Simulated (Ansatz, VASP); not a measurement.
**PtSe2: VASP beside Ansatz**

Contents of POSCAR:

```
PtSe2
1.0
    3.7970381507      0.0000000000      0.0000000000
   -1.8985190754      3.2883314977      0.0000000000
    0.0000000000      0.0000000000      5.1612801071
Pt Se
1 2
Direct
    0.0000000000      0.0000000000      0.0000000000
    0.6666666667      0.3333333333      0.7500000000
    0.3333333333      0.6666666667      0.2500000000
```

File INCAR.step1:

```
SYSTEM = PtSe2
  PREC = Accurate
  ENCUT = 520
  ISMEAR = -1
  SIGMA = 0.05
  LREAL = .False.
  LASPH = .True.
  NELM = 80
  NBANDS = 18
  GGA = PE
  ALGO = Normal
  EDIFF = 1E-4
  LWAVE = .True.
  LCHARG = .False.
```

File INCAR.step2:

```
SYSTEM = PtSe2
  PREC = Accurate
  ENCUT = 520
  EDIFF = 1E-6
  ISMEAR = -1
  SIGMA = 0.05
  LREAL = .False.
  LASPH = .True.
  NELM = 80
  ALGO = Normal
  ISIF = 2
  LWAVE = .False.
  LCHARG = .True.
  METAGGA = R2SCAN
  LMIXTAU = .True.
  LELF = .True.
  LVHAR = .True.
  NBANDS = 18
  ISTART = 1
```

File KPOINTS:

```
Automatic mesh
0
Gamma
  8 8 5
  0 0 0
```

The input input.yaml:

```yaml
crystal:
  lattice:
    - [3.7970381507, 0.0, 0.0]
    - [-1.8985190754, 3.2883314977, 0.0]
    - [0.0, 0.0, 5.1612801071]
  atoms:
    - { symbol: Pt, position: [0.0, 0.0, 0.0] }
    - { symbol: Se, position: [0.6666666667, 0.3333333333, 0.75] }
    - { symbol: Se, position: [0.3333333333, 0.6666666667, 0.25] }
hamiltonian:
  xc: r2scan
  pseudopotentials: { kind: paw }
kpoints:
  mp_grid: { grid: [8, 8, 5] }
scf:
  occupations: { method: fermi_dirac, width: 0.05 }
output:
  forces: true
  stress: true
  eigenvalues: true
  write_density: true
  write_potential: true
  elf: true
  volumetric_format: npy
```

Alike in both runs: task single point; functional r2SCAN; k mesh 8 × 8 × 5; occupations fermi-dirac, width 0.05 eV; no spin polarisation.

|  | VASP | Ansatz |
| --- | --- | --- |
| version | VASP 6.6.1 | Ansatz 0.2.0 |
| potentials or method | VASP PAW PBE potentials, release 64 (Pt, Se) | Ansatz PAW |
| plane-wave cutoff (eV) | 520 | 500 |
| valence electrons in the cell | 22 | 50 |

```tsv
	VASP	Ansatz	Ansatz less VASP
gap on the k mesh at the Fermi level (eV)	none	none	-
pressure (GPa)	-2.5	-2.5	-0.04
traceless stress, the component that is largest in VASP (GPa)	1.71	1.75	+0.036
rms of the force components (eV/Å)	0.133	0.138	+0.0046
```

VASP's potentials were made for PBE, not for r2SCAN. Atom by atom the forces differ by 0.005 eV/Å (rms over components). A gap of «none» marks a metal or a gap that the smearing closes. VASP's potentials hold 22 valence electrons a cell and Ansatz's 50, so a difference there can come from the potentials and not from the codes.

Neither program's run includes spin-orbit coupling.
